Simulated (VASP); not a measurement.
# BN (P6_3mc) in VASP: a series of runs, part 2 of 2

VASP 6.6.1. The steps go on from the part before.

## Step 4: Relaxation of cell and atoms, PBEsol, target pressure 10 GPa, at which the enthalpy is minimised

Contents of INCAR:

```
SYSTEM = BN
PREC = Accurate ; ENCUT = 600
EDIFF = 1E-6 ; ISMEAR = -1
SIGMA = 0.05 ; LREAL = .FALSE.
LASPH = .TRUE. ; NELM = 80
ALGO = Normal ; ISIF = 3
LWAVE = .FALSE. ; LCHARG = .FALSE.
GGA = PS ; IBRION = 2
NSW = 80 ; EDIFFG = -0.005
PSTRESS = 100.0
```

Contents of KPOINTS:

```
regular mesh
0
G
  12 12 6
  0 0 0
```

Contents of POSCAR:

```
BN
1.0
    2.5539396017      0.0000000000      0.0000000000
   -1.2769698009      2.2117765748      0.0000000000
    0.0000000000      0.0000000000      4.2268550000
N B
2 2
Direct
    0.3333333333      0.6666666667      0.1252760000
    0.6666666667      0.3333333333      0.6252760000
    0.3333333333      0.6666666667      0.4997240000
    0.6666666667      0.3333333333      0.9997240000
```

Potentials or basis: VASP PAW PBE potentials, release 64 (N, B).

On the command line:

```sh
$ cat potpaw_PBE.64/N/POTCAR potpaw_PBE.64/B/POTCAR > POTCAR
$ mpirun -np 1 vasp_std > vasp.out
```

OUTCAR:

```text
SYSTEM = BN
   PREC = Accurate
   ENCUT = 600
   EDIFF = 1E-6
   ISMEAR = -1
   LREAL = .FALSE.
   LASPH = .TRUE.
   NELM = 80
   ISIF = 3
   GGA = PS
   IBRION = 2
   NSW = 80
   EDIFFG = -0.005
   PSTRESS = 100.0

 ion  position               nearest neighbor table
   1  0.333  0.667  0.125-   4 1.57   4 1.57   4 1.57   3 1.58
   2  0.667  0.333  0.625-   3 1.57   3 1.57   3 1.57   4 1.58
   3  0.333  0.667  0.500-   2 1.57   2 1.57   2 1.57   1 1.58
   4  0.667  0.333  1.000-   1 1.57   1 1.57   1 1.57   2 1.58

  LATTYP: Found a hexagonal cell.
 ALAT       =     2.5539396017
 C/A-ratio  =     1.6550332659

  Lattice vectors:

 A1 = (   2.5539396017,   0.0000000000,   0.0000000000)
 A2 = (  -1.2769698009,   2.2117765748,   0.0000000000)
 A3 = (   0.0000000000,   0.0000000000,   4.2268550000)

Analysis of symmetry for initial positions (statically):
=====================================================================
 Subroutine PRICEL returns:
 Original cell was already a primitive cell.

 Routine SETGRP: Setting up the symmetry group for a
 hexagonal supercell.

 Subroutine GETGRP returns: Found 12 space group operations
 (whereof  6 operations were pure point group operations)
 out of a pool of 24 trial point group operations.

The static configuration has the point symmetry C_3v.
 The point group associated with its full space group is C_6v.

Analysis of symmetry for dynamics (positions and initial velocities):
=====================================================================
 Subroutine PRICEL returns:
 Original cell was already a primitive cell.

 Routine SETGRP: Setting up the symmetry group for a
 hexagonal supercell.

 Subroutine GETGRP returns: Found 12 space group operations
 (whereof  6 operations were pure point group operations)
 out of a pool of 24 trial point group operations.

The dynamic configuration has the point symmetry C_3v.
 The point group associated with its full space group is C_6v.

 Subroutine INISYM returns: Found 12 space group operations
 (whereof  6 operations are pure point group operations),
 and found     1 'primitive' translations

----------------------------------------------------------------------------------------

                                     Primitive cell

  volume of cell :      23.8764

  direct lattice vectors                    reciprocal lattice vectors
     2.553939602  0.000000000  0.000000000     0.391551938  0.226062617  0.000000000
    -1.276969801  2.211776575  0.000000000     0.000000000  0.452125233  0.000000000
     0.000000000  0.000000000  4.226855000     0.000000000  0.000000000  0.236582518

  length of vectors
     2.553939602  2.553939602  4.226855000     0.452125233  0.452125233  0.236582518

  position of ions in fractional coordinates (direct lattice)
     0.333333333  0.666666667  0.125276000
     0.666666667  0.333333333  0.625276000
     0.333333333  0.666666667  0.499724000
     0.666666667  0.333333333  0.999724000

  ion indices of the primitive-cell ions
   primitive index   ion index
                 1           1
                 2           2
[... 59 lines left out ...]
   dimension x,y,z NGX =    20 NGY =   20 NGZ =   36
   dimension x,y,z NGXF=    40 NGYF=   40 NGZF=   72
   ions per type =               2   2
   NGX,Y,Z   is equivalent  to a cutoff of  13.02, 13.02, 14.16 a.u.
   NGXF,Y,Z  is equivalent  to a cutoff of  26.04, 26.04, 28.32 a.u.
 SYSTEM =  BN
   PREC   = accura    normal or accurate (medium, high low for compatibility)
   ISTART =      0    job   : 0-new  1-cont  2-samecut
   ICHARG =      2    charge: 1-file 2-atom 10-const
   ISPIN  =      1    spin polarized calculation?
   LNONCOLLINEAR =      F non collinear calculations
   LSORBIT =      F    spin-orbit coupling
   LASPH  =      T    aspherical Exc in radial PAW
   ENCUT  =  600.0 eV  44.10 Ry    6.64 a.u.   5.10  5.10  8.44*2*pi/ulx,y,z
   NELM   =     80;   NELMIN=  2; NELMDL= -5     # of ELM steps
   EDIFF  = 0.1E-05   stopping-criterion for ELM
   LREAL  =      F    real-space projection
   EDIFFG = -.5E-02   stopping-criterion for IOM
   NSW    =     80    number of steps for IOM
   IBRION =      2    ionic relax: 0-MD 1-quasi-New 2-CG
   NFREE  =      1    steps in history (QN), initial steepest desc. (CG)
   ISIF   =      3    stress and relaxation
   ISYM   =      2    0-nonsym 1-usesym 2-fastsym
   POTIM  = 0.5000    time-step for ionic-motion
   TEBEG  =    0.0;   TEEND  =   0.0 temperature during run
   PSTRESS=  100.0 pullay stress
   NELECT =      16.0000    total number of electrons
   NUPDOWN=      -1.0000    fix difference up-down
   EMIN   =  10.00;   EMAX   =-10.00  energy-range for DOS
   EFERMI =   0.00;   METHOD = LEGACY
   ISMEAR =    -1;   SIGMA  =   0.05  broadening in eV -4-tet -1-fermi 0-gaus
   EFERMI_NEDOS =   21; number of points for ismear=-14 and -15
   IALGO  =     38    algorithm
   IMIX   =      4    mixing-type and parameters
     AMIX     =   0.40;   BMIX     =  1.00
     AMIX_MAG =   1.60;   BMIX_MAG =  1.00
  volume/ion in A,a.u.               =       5.97        40.28
  Fermi-wavevector in a.u.,A,eV,Ry     =   1.432600  2.707222 27.923836  2.052344
  Thomas-Fermi vector in A             =   2.552210
   LORBIT       =      0    0 simple, 1 ext, 2 COOP (PROOUT), +10 PAW based schemes
   GGA     = PS    functional components
   LHFCALC =     F    Hartree Fock is set to
   AEXX    =    0.0000 exact exchange contribution
   IVDW    =     0    specifies the selected vdW correction
   LEPSILON=     F    determine dielectric tensor
   LRPA    =     F    only Hartree local field effects (RPA)
 conjugate gradient relaxation of ions
 non-spin polarized calculation
  energy-cutoff  :      600.00
  volume of cell :       23.88
 maximum number of plane-waves:       807
   NGX = 11   NGY = 11   NGZ = 17

--------------------------------------- Ionic step        1  -------------------------------------------

 number of electron      16.0000003 magnetization

 Free energy of the ion-electron system (eV)
  ---------------------------------------------------
  ext. energy  EPLUGINS =         0.00000000
  ---------------------------------------------------
  free energy    TOTEN  =       -36.62834275 eV

  energy without entropy =      -36.62834275  energy(sigma->0) =      -36.62834275

------------------------ aborting loop because EDIFF is reached ----------------------------------------

  FORCE on cell =-STRESS in cart. coord.  units (eV):
  Direction    XX          YY          ZZ          XY          YZ          ZX
  --------------------------------------------------------------------------------------
  -------------------------------------------------------------------------------------
  Total       -0.8106430     -0.8106430     -0.9037409      0.0000000      0.0000000      0.0000000
  in kB      -54.3965018    -54.3965018    -60.6436441      0.0000000      0.0000000      0.0000000
  external PRESSURE =    -156.4788825 kB  Pullay stress =     100.0000000 kB
[... 267 lines left out ...]
--------------------------------------- Ionic step        8  -------------------------------------------

 number of electron      16.0000002 magnetization

 Free energy of the ion-electron system (eV)
  ---------------------------------------------------
  ext. energy  EPLUGINS =         0.00000000
  ---------------------------------------------------
  free energy    TOTEN  =       -36.61716778 eV

  energy without entropy =      -36.61716778  energy(sigma->0) =      -36.61716778

 E-fermi :   8.8836     XC(G=0): -13.1498

 val. band max:        7.8975327296   @ k =   0.0000   0.0000   0.0000
 cond. band min:      12.7881056952   @ k =   0.3333   0.3333   0.0000
 fundamental gap:      4.8905729657
 Fermi energy:         8.8835627987

 k-point     1 :       0.0000    0.0000    0.0000
  band No.  band energies     occupation
      1     -12.8829      2.00000
      2      -8.5427      2.00000
      3      -3.4078      2.00000
      4       5.6956      2.00000
      5       5.6956      2.00000
      6       7.5923      2.00000
      7       7.8975      2.00000
      8       7.8975      2.00000
      9      16.3171      0.00000
     10      16.3171      0.00000
     11      16.6009      0.00000
     12      17.7355      0.00000
[... 331 lines left out ...]
 k-point    24 :       0.3333    0.0000    0.1667
  band No.  band energies     occupation
      1     -10.3554      2.00000
      2      -7.4590      2.00000
      3      -1.2105      2.00000
      4       0.2814      2.00000
      5       1.7748      2.00000
      6       3.4367      2.00000
      7       5.2871      2.00000
      8       5.9233      2.00000
      9      14.7487      0.00000
     10      16.2150      0.00000
     11      18.9198      0.00000
     12      19.0567      0.00000

 [... further k-points ...]

------------------------ aborting loop because EDIFF is reached ----------------------------------------

  FORCE on cell =-STRESS in cart. coord.  units (eV):
  Direction    XX          YY          ZZ          XY          YZ          ZX
  --------------------------------------------------------------------------------------
  -------------------------------------------------------------------------------------
  Total        1.4305173      1.4305173      1.4315534     -0.0000000      0.0000000      0.0000000
  in kB       99.8747017     99.8747017     99.9470347     -0.0000000      0.0000000      0.0000000
  external PRESSURE =      -0.1011873 kB  Pullay stress =     100.0000000 kB
[... 23 lines left out ...]
  energy  without entropy=      -36.6171677848  energy(sigma->0) =      -36.61716778

  enthalpy is  TOTEN    =       -35.1848557898 eV   P V=        1.4323119950

 reached required accuracy - stopping structural energy minimisation
```

Wall time 2.2 min (1 thread of Intel Xeon 8259CL, shared host); peak memory 0.15 GiB.

Results:

```
Free energy                                            : -36.6172 eV
Relaxed volume                                         : 5.74 Å³/atom
Relaxed cell                                           : a = 2.521 Å, b = 2.521 Å, c = 4.170 Å, α = 90.00°, β = 90.00°, γ = 120.00°
Space group after relaxing (to 0.05 Å)                 : P6_3mc (No. 186)
Energy change on relaxing (the enthalpy is what falls) : +2.8 meV/atom
Ionic steps                                            : 8
Pressure after relaxing                                : 10.0 GPa
Band gap on the k mesh                                 : 4.89 eV, indirect (least direct gap 8.33 eV)
```

The path:
| step | energy change (eV) | largest force (eV/Å) | pressure (GPa) | volume (Å³) |
| --- | --- | --- | --- | --- |
| 1 | 0.0000 | 0.0100 | -5.65 | 23.88 |
| 2 | 0.1413 | 0.0802 | 31.16 | 21.92 |
| 3 | 0.0107 | 0.0299 | 9.83 | 22.96 |
| 4 | 0.0118 | 0.0308 | 10.17 | 22.94 |
| 5 | 0.0120 | 0.0367 | 10.20 | 22.94 |
| 6 | 0.0118 | 0.0011 | 10.18 | 22.94 |
| 7 | 0.0108 | 0.0003 | 9.87 | 22.95 |
| 8 | 0.0112 | 0.0001 | 9.99 | 22.95 |

Final structure:
```yaml
crystal:
  lattice:
    - [2.52073, 0.00000, 0.00000]
    - [-1.26036, 2.18301, 0.00000]
    - [0.00000, 0.00000, 4.17029]
  atoms:
    - { symbol: N, position: [0.33333, 0.66667, 0.12537] }
    - { symbol: N, position: [0.66667, 0.33333, 0.62537] }
    - { symbol: B, position: [0.33333, 0.66667, 0.49963] }
    - { symbol: B, position: [0.66667, 0.33333, 0.99963] }
```

Caveat: the cell is relaxed towards a set pressure, so the enthalpy falls and the energy may rise; the PAW data sets were made with another functional, which shifts forces and pressure a little. A k mesh can miss the band edges.

## Step 5: Overview

```csv
cell,gap on the mesh (eV),pressure (GPa)
relaxed,4.95,0.0
relaxed to 5 GPa,4.92,5.0
relaxed to 10 GPa,4.89,10.0
```

Alike in all rows: task relaxation of cell and atoms; level PBEsol; potentials or basis VASP PAW PBE potentials, release 64 (N, B); no spin polarisation; k mesh 12 × 12 × 6; cutoff (eV) 600; smearing fermi-dirac 0.05 eV.

Caveats: the PAW data sets were made with another functional, which shifts forces and pressure a little; the cell is relaxed towards a set pressure, so the enthalpy falls and the energy may rise (some runs).

Total energies depend on the potentials used, so only differences within one code and one set of settings carry meaning.
